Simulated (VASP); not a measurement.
Here is a VASP 6.6.1 calculation.

File INCAR:

```
SYSTEM = ZnSe
ALGO = Normal ; EDIFF = 1E-6
ENCUT = 520 ; GGA = PE
ISIF = 2 ; ISMEAR = 0
LASPH = .True. ; LCHARG = .False.
LREAL = .False. ; LWAVE = .False.
NBANDS = 16 ; NELM = 100
PREC = Accurate ; SIGMA = 0.02
```

Contents of KPOINTS:

```
k-points
0
Gamma
  8 8 8
  0 0 0
```

Contents of POSCAR:

```
ZnSe
1.0
    0.0000000000      2.8658805321      2.8658805321
    2.8658805321      0.0000000000      2.8658805321
    2.8658805321      2.8658805321      0.0000000000
Zn Se
1 1
Direct
    0.0000000000      0.0000000000      0.0000000000
    0.2500000000      0.2500000000      0.2500000000
```

Potentials or basis: VASP PAW PBE potentials, release 64 (Zn, Se).

The run is started by

```sh
$ cat potpaw_PBE.64/Zn/POTCAR potpaw_PBE.64/Se/POTCAR > POTCAR
$ mpirun -np 1 vasp_std > vasp.out
```

(1) What does it give for the pressure?

(2) Predict the band gap on the k mesh.

Answers

(1) 0.2 GPa.

(2) 1.16 eV, direct.
